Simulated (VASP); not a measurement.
# Hg (P6/mmm) in VASP: relaxation of cell and atoms with LDA

Aim: the relaxation of cell and atoms of Hg with LDA.

All numbers are computed with VASP 6.6.1; they aren't measurements. Logs are shortened: lines on timing, memory, paths and dates and some standing lists are left out, and cuts for length are marked.

## 1. The cell of the first run

It takes space group P6/mmm (No. 191, hexagonal). Conventional cell: a = 4.936 Å, b = 4.936 Å, c = 2.847 Å, α = 90.00°, β = 90.00°, γ = 120.00°. Hg (site symmetry 6/mmm) has 14 Hg at 2.85 to 3.19 Å within 3.8 Å. Hg (site symmetry -6m2) has 11 Hg at 2.85 to 3.19 Å within 3.8 Å.

## 2. Relaxation of cell and atoms, LDA, target pressure 9.5 GPa, at which the enthalpy is minimised

INCAR reads:

```
PREC     = Accurate       # precision mode
ENCUT    = 600            # plane-wave cutoff, eV
EDIFF    = 1E-6           # SCF threshold, eV
ISMEAR   = -1             # smearing method
SIGMA    = 0.1            # smearing width, eV
LREAL    = F              # projectors in reciprocal space
LASPH    = T              # aspherical terms in the spheres
NELM     = 60             # most SCF steps
ALGO     = Normal         # electronic algorithm
ISIF     = 3              # what is computed and relaxed
LWAVE    = F              # write WAVECAR
LCHARG   = F              # write CHGCAR
GGA      = CA             # functional
IBRION   = 2              # ionic algorithm
NSW      = 32             # ionic steps
EDIFFG   = -0.005         # ionic threshold
PSTRESS  = 95.0
```

KPOINTS reads:

```
regular mesh
0
Gamma
  8 8 11
```

POSCAR reads:

```
Hg
1.0
    4.9362279090      0.0000000000      0.0000000000
   -2.4681139545      4.2748987680      0.0000000000
    0.0000000000      0.0000000000      2.8474803396
Hg
3
Direct
    0.0000000000      0.0000000000      0.0000000000
    0.3333333333      0.6666666667      0.5000000000
    0.6666666667      0.3333333333      0.5000000000
```

Potentials or basis: VASP PAW LDA potentials, release 64 (Hg).

Command:

```
> cat potpaw_LDA.64/Hg/POTCAR > POTCAR
> mpirun -np 1 vasp_std > vasp.out
```

OUTCAR:

```text
PREC = Accurate
   ENCUT = 600
   EDIFF = 1E-6
   ISMEAR = -1
   LREAL = F
   LASPH = T
   NELM = 60
   ISIF = 3
   GGA = CA
   IBRION = 2
   NSW = 32
   EDIFFG = -0.005
   PSTRESS = 95.0

 ion  position               nearest neighbor table
   1  0.000  0.000  0.000-   2 3.19   3 3.19   2 3.19   3 3.19   2 3.19   2 3.19   3 3.19   3 3.19
                             3 3.19   3 3.19   2 3.19   2 3.19
   2  0.333  0.667  0.500-   3 2.85   3 2.85   3 2.85   1 3.19   1 3.19   1 3.19   1 3.19   1 3.19
                             1 3.19
   3  0.667  0.333  0.500-   2 2.85   2 2.85   2 2.85   1 3.19   1 3.19   1 3.19   1 3.19   1 3.19
                             1 3.19

  LATTYP: Found a hexagonal cell.
 ALAT       =     4.9362279090
 C/A-ratio  =     0.5768534987

  Lattice vectors:

 A1 = (   4.9362279090,   0.0000000000,   0.0000000000)
 A2 = (  -2.4681139545,   4.2748987680,   0.0000000000)
 A3 = (   0.0000000000,   0.0000000000,   2.8474803396)

Analysis of symmetry for initial positions (statically):
=====================================================================
 Subroutine PRICEL returns:
 Original cell was already a primitive cell.

 Routine SETGRP: Setting up the symmetry group for a
 hexagonal supercell.

 Subroutine GETGRP returns: Found 24 space group operations
 (whereof 24 operations were pure point group operations)
 out of a pool of 24 trial point group operations.

The static configuration has the point symmetry D_6h.

Analysis of symmetry for dynamics (positions and initial velocities):
=====================================================================
 Subroutine PRICEL returns:
 Original cell was already a primitive cell.

 Routine SETGRP: Setting up the symmetry group for a
 hexagonal supercell.

 Subroutine GETGRP returns: Found 24 space group operations
 (whereof 24 operations were pure point group operations)
 out of a pool of 24 trial point group operations.

The dynamic configuration has the point symmetry D_6h.

 Subroutine INISYM returns: Found 24 space group operations
 (whereof 24 operations are pure point group operations),
 and found     1 'primitive' translations

----------------------------------------------------------------------------------------

                                     Primitive cell

  volume of cell :      60.0872

  direct lattice vectors                    reciprocal lattice vectors
     4.936227909  0.000000000  0.000000000     0.202583839  0.116961834  0.000000000
    -2.468113955  4.274898768  0.000000000     0.000000000  0.233923668  0.000000000
     0.000000000  0.000000000  2.847480340     0.000000000  0.000000000  0.351187675

  length of vectors
     4.936227909  4.936227909  2.847480340     0.233923668  0.233923668  0.351187675

  position of ions in fractional coordinates (direct lattice)
     0.000000000  0.000000000  0.000000000
     0.333333333  0.666666667  0.500000000
     0.666666667  0.333333333  0.500000000

  ion indices of the primitive-cell ions
   primitive index   ion index
                 1           1
                 2           2
                 3           3

----------------------------------------------------------------------------------------

 KPOINTS: regular mesh

Automatic generation of k-mesh.
 Grid dimensions read from file:
 generate k-points for:    8    8   11

 Generating k-lattice:

  Cartesian coordinates                     Fractional coordinates (reciprocal lattice)
     0.025322980  0.014620229  0.000000000     0.125000000  0.000000000  0.000000000
     0.000000000  0.029240458  0.000000000     0.000000000  0.125000000  0.000000000
     0.000000000  0.000000000  0.031926152     0.000000000  0.000000000  0.090909091

  Length of vectors
     0.029240458  0.029240458  0.031926152

  Shift w.r.t. Gamma in fractional coordinates (k-lattice)
     0.000000000  0.000000000  0.000000000

 Subroutine IBZKPT returns following result:
 ===========================================

 Found     60 irreducible k-points:

 Following reciprocal coordinates:
            Coordinates               Weight
  0.000000  0.000000  0.000000      1.000000
  0.125000  0.000000  0.000000      6.000000
  0.250000  0.000000  0.000000      6.000000
  0.375000  0.000000  0.000000      6.000000
  0.500000  0.000000  0.000000      3.000000
  0.125000  0.125000  0.000000      6.000000
[... 16 lines left out ...]
  0.250000  0.000000  0.181818     12.000000
  0.375000  0.000000  0.181818     12.000000
 [... further k-points ...]
   k-points           NKPTS =     60   k-points in BZ     NKDIM =     60   number of bands    NBANDS=     22
   number of dos      NEDOS =    301   number of ions     NIONS =      3
   total plane-waves  NPLWV =  38400
   dimension x,y,z NGX =    40 NGY =   40 NGZ =   24
   dimension x,y,z NGXF=    80 NGYF=   80 NGZF=   48
   ions per type =               3
   NGX,Y,Z   is equivalent  to a cutoff of  13.47, 13.47, 14.01 a.u.
   NGXF,Y,Z  is equivalent  to a cutoff of  26.94, 26.94, 28.02 a.u.
 SYSTEM =  unknown system
   PREC   = accura    normal or accurate (medium, high low for compatibility)
   ISTART =      0    job   : 0-new  1-cont  2-samecut
   ICHARG =      2    charge: 1-file 2-atom 10-const
   ISPIN  =      1    spin polarized calculation?
   LNONCOLLINEAR =      F non collinear calculations
   LSORBIT =      F    spin-orbit coupling
   LASPH  =      T    aspherical Exc in radial PAW
   ENCUT  =  600.0 eV  44.10 Ry    6.64 a.u.   9.86  9.86  5.69*2*pi/ulx,y,z
   NELM   =     60;   NELMIN=  2; NELMDL= -5     # of ELM steps
   EDIFF  = 0.1E-05   stopping-criterion for ELM
   LREAL  =      F    real-space projection
   EDIFFG = -.5E-02   stopping-criterion for IOM
   NSW    =     32    number of steps for IOM
   IBRION =      2    ionic relax: 0-MD 1-quasi-New 2-CG
   NFREE  =      1    steps in history (QN), initial steepest desc. (CG)
   ISIF   =      3    stress and relaxation
   ISYM   =      2    0-nonsym 1-usesym 2-fastsym
   POTIM  = 0.5000    time-step for ionic-motion
   TEBEG  =    0.0;   TEEND  =   0.0 temperature during run
   PSTRESS=   95.0 pullay stress
   NELECT =      36.0000    total number of electrons
   NUPDOWN=      -1.0000    fix difference up-down
   EMIN   =  10.00;   EMAX   =-10.00  energy-range for DOS
   EFERMI =   0.00;   METHOD = LEGACY
   ISMEAR =    -1;   SIGMA  =   0.10  broadening in eV -4-tet -1-fermi 0-gaus
   EFERMI_NEDOS =   21; number of points for ismear=-14 and -15
   IALGO  =     38    algorithm
   IMIX   =      4    mixing-type and parameters
     AMIX     =   0.40;   BMIX     =  1.00
     AMIX_MAG =   1.60;   BMIX_MAG =  1.00
  volume/ion in A,a.u.               =      20.03       135.16
  Fermi-wavevector in a.u.,A,eV,Ry     =   1.380114  2.608038 25.915230  1.904716
  Thomas-Fermi vector in A             =   2.505021
   LORBIT       =      0    0 simple, 1 ext, 2 COOP (PROOUT), +10 PAW based schemes
   GGA     = CA    functional components
   LHFCALC =     F    Hartree Fock is set to
   AEXX    =    0.0000 exact exchange contribution
   IVDW    =     0    specifies the selected vdW correction
   LEPSILON=     F    determine dielectric tensor
   LRPA    =     F    only Hartree local field effects (RPA)
 conjugate gradient relaxation of ions
 non-spin polarized calculation
  energy-cutoff  :      600.00
  volume of cell :       60.09
 maximum number of plane-waves:      2034
 NGX is ok and might be reduce to    40
   NGX = 19   NGY = 19   NGZ = 11

--------------------------------------- Ionic step        1  -------------------------------------------

 number of electron      36.0000001 magnetization

 Free energy of the ion-electron system (eV)
  ---------------------------------------------------
  ext. energy  EPLUGINS =         0.00000000
  ---------------------------------------------------
  free energy    TOTEN  =        -2.59130039 eV

  energy without entropy =       -2.56849817  energy(sigma->0) =       -2.57989928

------------------------ aborting loop because EDIFF is reached ----------------------------------------

  FORCE on cell =-STRESS in cart. coord.  units (eV):
  Direction    XX          YY          ZZ          XY          YZ          ZX
  --------------------------------------------------------------------------------------
  -------------------------------------------------------------------------------------
  Total        4.0183714      4.0183714      4.1257474      0.0000000      0.0000000     -0.0000000
  in kB      107.1467199    107.1467199    110.0098189      0.0000000      0.0000000     -0.0000000
  external PRESSURE =      13.1010862 kB  Pullay stress =      95.0000000 kB
[... 180 lines left out ...]
  enthalpy is  TOTEN    =         0.9685411914 eV   P V=        3.6044354587

--------------------------------------- Ionic step        6  -------------------------------------------

 number of electron      36.0000003 magnetization

 Free energy of the ion-electron system (eV)
  ---------------------------------------------------
  ext. energy  EPLUGINS =         0.00000000
  ---------------------------------------------------
  free energy    TOTEN  =        -2.63567878 eV

  energy without entropy =       -2.61354796  energy(sigma->0) =       -2.62461337

 E-fermi :   3.9923     XC(G=0): -12.0132

 val. band max:        3.8849082275   @ k =   0.0000   0.0000   0.1818
 cond. band min:       3.9965095995   @ k =   0.2500   0.0000   0.3636
 fundamental gap:      0.1116013720
 Fermi energy:         3.9922652341

 k-point     1 :       0.0000    0.0000    0.0000
  band No.  band energies     occupation
      1      -6.5822      2.00000
      2      -5.1526      2.00000
      3      -4.4487      2.00000
      4      -4.1748      2.00000
      5      -3.7611      2.00000
      6      -3.7611      2.00000
[... 574 lines left out ...]
      6      -3.8906      2.00000
[... 14 lines left out ...]
     21      11.3983      0.00000
     22      11.5071      0.00000

 [... further k-points ...]

------------------------ aborting loop because EDIFF is reached ----------------------------------------

  FORCE on cell =-STRESS in cart. coord.  units (eV):
  Direction    XX          YY          ZZ          XY          YZ          ZX
  --------------------------------------------------------------------------------------
  -------------------------------------------------------------------------------------
  Total        3.6115464      3.6115464      3.6129917     -0.0000000      0.0000000      0.0000000
  in kB       95.1935105     95.1935105     95.2316054     -0.0000000      0.0000000      0.0000000
  external PRESSURE =       0.2062088 kB  Pullay stress =      95.0000000 kB
[... 18 lines left out ...]
  FREE ENERGIE OF THE ION-ELECTRON SYSTEM (eV)
  ---------------------------------------------------
  free  energy   TOTEN  =        -2.6356787841 eV

  energy  without entropy=       -2.6135479617  energy(sigma->0) =       -2.62461337

  enthalpy is  TOTEN    =         0.9685259947 eV   P V=        3.6042047788

 reached required accuracy - stopping structural energy minimisation
```

It took 2.1 min on 1 thread of AMD EPYC 9R45 (Zen 5), shared host; peak memory 0.19 GiB.

Results:

```yaml
Free_energy: -2.6357 eV
Relaxed_volume: 20.26 Å³/atom
Relaxed_cell: a = 4.950 Å, b = 4.950 Å, c = 2.864 Å, α = 90.00°, β = 90.00°, γ = 120.00°
Space_group_after_relaxing_to_0.1_Å: P6/mmm (No. 191)
Energy_change_on_relaxing_the_run_minimises_the_enthalpy: -14.8 meV/atom
Ionic_steps: 6
Pressure_after_relaxing: 9.5 GPa
Band_gap_on_the_k_mesh: zero (bands 18 and 19 overlap by 4.18 eV)
```

Step by step:
| step | energy change (eV) | largest force (eV/Å) | pressure (GPa) | volume (Å³) |
| --- | --- | --- | --- | --- |
| 1 | 0.0000 | 0.0000 | 10.81 | 60.09 |
| 2 | -0.0852 | 0.0000 | 8.25 | 61.52 |
| 3 | -0.0456 | 0.0000 | 9.48 | 60.81 |
| 4 | -0.0447 | 0.0000 | 9.49 | 60.79 |
| 5 | -0.0446 | 0.0000 | 9.52 | 60.79 |
| 6 | -0.0444 | 0.0000 | 9.52 | 60.79 |

Final structure:
```
Hg
1.0
     4.95018    0.00000    0.00000
    -2.47509    4.28698    0.00000
     0.00000    0.00000    2.86433
Hg
3
Cartesian
  0.0000 0.0000 0.0000
  0.0000 2.8580 1.4322
  2.4751 1.4290 1.4322
```

Caveat: the cell is relaxed towards a set pressure, so the run minimises the enthalpy, not the energy; spin-orbit coupling is left out, which moves the levels of the heavy elements.

The gap in the log of VASP goes by the Fermi energy; the results here count the filled bands.